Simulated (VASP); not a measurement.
Hg, 1 atom in the cell. The structure is cubic, space group Im-3m (No. 229). Conventional cell: a = 3.583 Å, b = 3.583 Å, c = 3.583 Å, α = 90.00°, β = 90.00°, γ = 90.00°. Hg (site symmetry m-3m) has 14 Hg at 3.10 to 3.58 Å within 4.1 Å. 

```yaml
Program: VASP 6.6.1
Task: single point
Functional: PBE
Potentials_or_basis: VASP PAW PBE potentials, release 64 (Hg)
Cutoff: 520 eV
k_mesh: 16 × 16 × 16
Occupations: gaussian, width 0.05 eV
Spin: no spin polarisation
Dipole_correction: no
Further_INCAR_settings: ALGO = Normal; EDIFF = 1e-07; NBANDS = 12
```

Potentials or basis: VASP PAW PBE potentials, release 64 (Hg).

The run is started by

```bash
$ cat potpaw_PBE.64/Hg/POTCAR > POTCAR
$ mpirun -np 1 vasp_std > vasp.out
```

Hardware: 1 thread of Intel Xeon 8259CL, on a shared host.

**Question.** How long does it take, and how much memory?

**Answer.** Run time: 29 s on 1 thread of Intel Xeon 8259CL (shared host), peak memory 0.17 GiB. Counts: scf iterations 11, k points 145.
